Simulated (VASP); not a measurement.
# SrTiO3 (R-3m) in VASP: single point with PBEsol

Aim: the single point of SrTiO3 with PBEsol.

Everything below comes from runs of VASP 6.6.1. Logs are shortened: lines on timing, memory, paths and dates and some standing lists are left out, and cuts for length are marked.

### Step 1. The cell of the first run

It takes space group R-3m (No. 166, trigonal). The conventional cell has a = 5.364 Å, b = 5.364 Å, c = 7.094 Å, α = 90.00°, β = 90.00°, γ = 120.00°. Within 3.5 Å of Sr (site symmetry -3m) lie 12 O at 2.68 to 2.83 Å and 6 Ti at 3.31 Å. Ti (site symmetry -3m) has 6 O at 1.95 Å within 2.6 Å. O (site symmetry 2/m) has 2 Ti at 1.95 Å within 2.6 Å.

### Step 2. Single point, PBEsol

INCAR reads:

```
SYSTEM = SrTiO3
ALGO = Normal
EDIFF = 1E-7
ENCUT = 520
GGA = PS
ISIF = 2
ISMEAR = 0
LASPH = .TRUE.
LCHARG = .TRUE.
LELF = .TRUE.
LREAL = .FALSE.
LVHAR = .TRUE.
LWAVE = .FALSE.
NBANDS = 28
NELM = 60
PREC = Accurate
SIGMA = 0.05
```

KPOINTS reads:

```
k-points
0
G
  8 8 8
  0 0 0
```

POSCAR reads:

```
SrTiO3
1.0
    3.8937032486      0.1011351493      0.1011351493
    0.1011351493      3.8937032486      0.1011351493
    0.1011351493      0.1011351493      3.8937032486
Sr Ti O
1 1 3
Direct
    0.0000000000      0.0000000000      0.0000000000
    0.5000000000      0.5000000000      0.5000000000
    0.0000000000      0.5000000000      0.5000000000
    0.5000000000      0.0000000000      0.5000000000
    0.5000000000      0.5000000000      0.0000000000
```

Potentials or basis: VASP PAW PBE potentials, release 64 (Sr_sv, Ti_sv, O).

Command:

```sh
> cat potpaw_PBE.64/Sr_sv/POTCAR potpaw_PBE.64/Ti_sv/POTCAR potpaw_PBE.64/O/POTCAR > POTCAR
> mpirun -np 1 vasp_std > vasp.out
```

OUTCAR:

```text
SYSTEM = SrTiO3
   EDIFF = 1E-7
   ENCUT = 520
   GGA = PS
   ISIF = 2
   ISMEAR = 0
   LASPH = .TRUE.
   LREAL = .FALSE.
   NELM = 60
   PREC = Accurate

 ion  position               nearest neighbor table
   1  0.000  0.000  0.000-   3 2.68   4 2.68   3 2.68   5 2.68   4 2.68   5 2.68   3 2.83   3 2.83
                             4 2.83   5 2.83   4 2.83   5 2.83   2 3.31   2 3.31   2 3.31   2 3.31
   2  0.500  0.500  0.500-   5 1.95   5 1.95   3 1.95   4 1.95   4 1.95   3 1.95   1 3.31   1 3.31
                             1 3.31   1 3.31   1 3.31   1 3.31   1 3.55   1 3.55
   3  0.000  0.500  0.500-   2 1.95   2 1.95   1 2.68   1 2.68   1 2.83   1 2.83
   4  0.500  0.000  0.500-   2 1.95   2 1.95   1 2.68   1 2.68   1 2.83   1 2.83
   5  0.500  0.500  0.000-   2 1.95   2 1.95   1 2.68   1 2.68   1 2.83   1 2.83

  LATTYP: Found a trigonal (rhomboedric) cell.
 ALAT       =     3.8963292501
 COS(alpha) =     0.0525517938

  Lattice vectors:

 A1 = (   3.8937032486,   0.1011351493,   0.1011351493)
 A2 = (   0.1011351493,   3.8937032486,   0.1011351493)
 A3 = (   0.1011351493,   0.1011351493,   3.8937032486)

Analysis of symmetry for initial positions (statically):
=====================================================================
 Subroutine PRICEL returns:
 Original cell was already a primitive cell.

 Routine SETGRP: Setting up the symmetry group for a
 trigonal (rhombohedral) supercell.

 Subroutine GETGRP returns: Found 12 space group operations
 (whereof 12 operations were pure point group operations)
 out of a pool of 12 trial point group operations.

The static configuration has the point symmetry D_3d.

Analysis of symmetry for dynamics (positions and initial velocities):
=====================================================================
 Subroutine PRICEL returns:
 Original cell was already a primitive cell.

 Routine SETGRP: Setting up the symmetry group for a
 trigonal (rhombohedral) supercell.

 Subroutine GETGRP returns: Found 12 space group operations
 (whereof 12 operations were pure point group operations)
 out of a pool of 12 trial point group operations.

The dynamic configuration has the point symmetry D_3d.

 Subroutine INISYM returns: Found 12 space group operations
 (whereof 12 operations are pure point group operations),
 and found     1 'primitive' translations

----------------------------------------------------------------------------------------

[... 94 lines left out ...]
   LSORBIT =      F    spin-orbit coupling
   LASPH  =      T    aspherical Exc in radial PAW
   ENCUT  =  520.0 eV  38.22 Ry    6.18 a.u.   7.24  7.24  7.24*2*pi/ulx,y,z
   NELM   =     60;   NELMIN=  2; NELMDL= -5     # of ELM steps
   EDIFF  = 0.1E-06   stopping-criterion for ELM
   LREAL  =      F    real-space projection
   EDIFFG = 0.1E-05   stopping-criterion for IOM
   NSW    =      0    number of steps for IOM
   IBRION =     -1    ionic relax: 0-MD 1-quasi-New 2-CG
   NFREE  =      0    steps in history (QN), initial steepest desc. (CG)
   ISIF   =      2    stress and relaxation
   ISYM   =      2    0-nonsym 1-usesym 2-fastsym
   POTIM  = 0.5000    time-step for ionic-motion
   TEBEG  =    0.0;   TEEND  =   0.0 temperature during run
   PSTRESS=    0.0 pullay stress
   NELECT =      40.0000    total number of electrons
   NUPDOWN=      -1.0000    fix difference up-down
   EMIN   =  10.00;   EMAX   =-10.00  energy-range for DOS
   EFERMI =   0.00;   METHOD = LEGACY
   ISMEAR =     0;   SIGMA  =   0.05  broadening in eV -4-tet -1-fermi 0-gaus
   EFERMI_NEDOS =   21; number of points for ismear=-14 and -15
   IALGO  =     38    algorithm
   IMIX   =      4    mixing-type and parameters
     AMIX     =   0.40;   BMIX     =  1.00
     AMIX_MAG =   1.60;   BMIX_MAG =  1.00
  volume/ion in A,a.u.               =      11.78        79.52
  Fermi-wavevector in a.u.,A,eV,Ry     =   1.438865  2.719061 28.168602  2.070334
  Thomas-Fermi vector in A             =   2.557785
   LORBIT       =      0    0 simple, 1 ext, 2 COOP (PROOUT), +10 PAW based schemes
   GGA     = PS    functional components
   LHFCALC =     F    Hartree Fock is set to
   AEXX    =    0.0000 exact exchange contribution
   IVDW    =     0    specifies the selected vdW correction
   LEPSILON=     F    determine dielectric tensor
   LRPA    =     F    only Hartree local field effects (RPA)
 non-spin polarized calculation
 Gauss-broadening in eV      SIGMA  =   0.05
  energy-cutoff  :      520.00
  volume of cell :       58.91
 maximum number of plane-waves:      1605
 NGX is ok and might be reduce to    30
   NGX = 15   NGY = 15   NGZ = 15

 number of electron      40.0000037 magnetization

 Free energy of the ion-electron system (eV)
  ---------------------------------------------------
  ext. energy  EPLUGINS =         0.00000000
  ---------------------------------------------------
  free energy    TOTEN  =       -41.85085713 eV

  energy without entropy =      -41.85085713  energy(sigma->0) =      -41.85085713

 E-fermi :   4.4442     XC(G=0): -11.5944

 val. band max:        4.1938598819   @ k =   0.5000   0.5000   0.5000
 cond. band min:       5.8049438182   @ k =   0.0000   0.0000   0.0000
 fundamental gap:      1.6110839364
 Fermi energy:         4.4442255863

 k-point     1 :       0.0000    0.0000    0.0000
  band No.  band energies     occupation
      1     -52.0578      2.00000
      2     -28.4911      2.00000
      3     -28.4439      2.00000
      4     -28.4439      2.00000
      5     -28.3907      2.00000
      6     -13.2850      2.00000
[... 733 lines left out ...]
     27      11.5190      0.00000
     28      12.4983      0.00000

 [... further k-points ...]
[... 5 lines left out ...]
  --------------------------------------------------------------------------------------
  -------------------------------------------------------------------------------------
  Total        0.3508561      0.3508561      0.3508561     -2.1326507     -2.1326507     -2.1326507
  in kB        9.5414799      9.5414799      9.5414799    -57.9971161    -57.9971161    -57.9971161
  external PRESSURE =       9.5414799 kB  Pullay stress =       0.0000000 kB

 VOLUME and BASIS-vectors are now :
 -----------------------------------------------------------------------------
  energy-cutoff  :      520.00
  volume of cell :       58.91
      direct lattice vectors                 reciprocal lattice vectors
     3.893703249  0.101135149  0.101135149     0.257163119 -0.006510459 -0.006510459
     0.101135149  3.893703249  0.101135149    -0.006510459  0.257163119 -0.006510459
     0.101135149  0.101135149  3.893703249    -0.006510459 -0.006510459  0.257163119

 POSITION                                       TOTAL-FORCE (eV/Angst)
 -----------------------------------------------------------------------------------
      0.00000      0.00000      0.00000        -0.000000     -0.000000      0.000000
      2.04799      2.04799      2.04799         0.000000      0.000000     -0.000000
      0.10114      1.99742      1.99742        -0.000000      0.000000      0.000000
      1.99742      0.10114      1.99742        -0.000000     -0.000000      0.000000
      1.99742      1.99742      0.10114         0.000000      0.000000      0.000000
 -----------------------------------------------------------------------------------
    total drift:                                0.000000      0.000000     -0.000000

  FREE ENERGIE OF THE ION-ELECTRON SYSTEM (eV)
  ---------------------------------------------------
  free  energy   TOTEN  =       -41.8508571257 eV

  energy  without entropy=      -41.8508571257  energy(sigma->0) =      -41.85085713
```

It took 79 s on 1 thread of AMD EPYC 7R13 (Zen 3), shared host; peak memory 0.21 GiB.

What came out:

```yaml
Free_energy: -41.8509 eV
Pressure: 1.0 GPa
Band_gap_on_the_k_mesh: 1.61 eV, indirect (least direct gap 1.85 eV)
```

Stress tensor (GPa, compression positive):
```
 0.95 -5.80 -5.80
-5.80  0.95 -5.80
-5.80 -5.80  0.95
```

Levels at points of the mesh, in eV from the valence-band top:
| k point | band 17 | band 18 | band 19 | band 20 | band 21 | band 22 | band 23 | band 24 |
| --- | --- | --- | --- | --- | --- | --- | --- | --- |
| (0.00, 0.00, 0.00) | -1.06 | -0.70 | -0.24 | -0.24 | 1.61 | 1.61 | 1.86 | 4.30 |
| (0.50, 0.00, 0.00) | -2.44 | -2.14 | -1.06 | -0.55 | 1.90 | 3.68 | 3.75 | 4.33 |
| (0.50, 0.50, 0.00) | -1.85 | -1.66 | -1.63 | -0.13 | 3.66 | 3.74 | 4.19 | 5.28 |
| (0.50, 0.50, 0.50) | -3.75 | -0.12 | 0.00 | 0.00 | 4.37 | 4.37 | 4.50 | 6.67 |

Caveat: the PAW data sets were made with another functional, which shifts forces and pressure a little.
